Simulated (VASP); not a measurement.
Wanted: the native input for a VASP 6.6.1 run.

| Item | Value |
| --- | --- |
| Task | relaxation of cell and atoms |
| Functional | PBEsol |
| Potentials or basis | VASP PAW PBE potentials, release 64 (Re) |
| Cutoff | 600 eV |
| k mesh | 18 × 18 × 10 |
| Occupations | gaussian, width 0.1 eV |
| Spin | no spin polarisation |
| Dipole correction | no |
| Further INCAR settings | ALGO = Fast; EDIFF = 1e-06; IBRION = 2; EDIFFG = -0.005; NSW = 100; ISIF = 3 |

The structure of Re lies in POSCAR:

```
Re
1.0
    2.7608000000      0.0000000000      0.0000000000
   -1.3804000000      2.3909229348      0.0000000000
    0.0000000000      0.0000000000      4.4582000000
Re
2
Direct
    0.3333333333      0.6666666667      0.2500000000
    0.6666666667      0.3333333333      0.7500000000
```

The input as run:

INCAR

```
  ALGO = Fast
  EDIFF = 1E-6
  EDIFFG = -0.005
  ENCUT = 600
  GGA = PS
  IBRION = 2
  ISIF = 3
  ISMEAR = 0
  LASPH = True
  LCHARG = False
  LREAL = False
  LWAVE = False
  NELM = 60
  NSW = 100
  PREC = Accurate
  SIGMA = 0.1
```

KPOINTS

```
k-points
0
Gamma
  18 18 10
```

Potentials or basis: VASP PAW PBE potentials, release 64 (Re).

The run is started by

```bash
$ cat potpaw_PBE.64/Re/POTCAR > POTCAR
$ mpirun -np 1 vasp_std > vasp.out
```

Results of the run:

```json
{"Relaxed volume": "14.56 Å³/atom", "Relaxed cell": "a = 2.751 Å, b = 2.751 Å, c = 4.443 Å, α = 90.00°, β = 90.00°, γ = 120.00°", "Space group after relaxing (to 0.05 Å)": "P6_3/mmc (No. 194)", "Energy gained by relaxing": "2.0 meV/atom", "Ionic steps": "4", "Pressure after relaxing": "0.0 GPa", "Band gap on the k mesh": "zero (band 7 reaches 9.34 eV, above the bottom of band 8 at 6.10 eV)"}
```

Caveat: the PAW data sets were made with another functional, which shifts forces and pressure a little; spin-orbit coupling is left out, which moves the levels of the heavy elements.

It took 2.5 min on 1 thread of Intel(R) Xeon(R) Platinum 8488C (Sapphire Rapids), with other jobs on the host, peak memory 0.23 GiB.
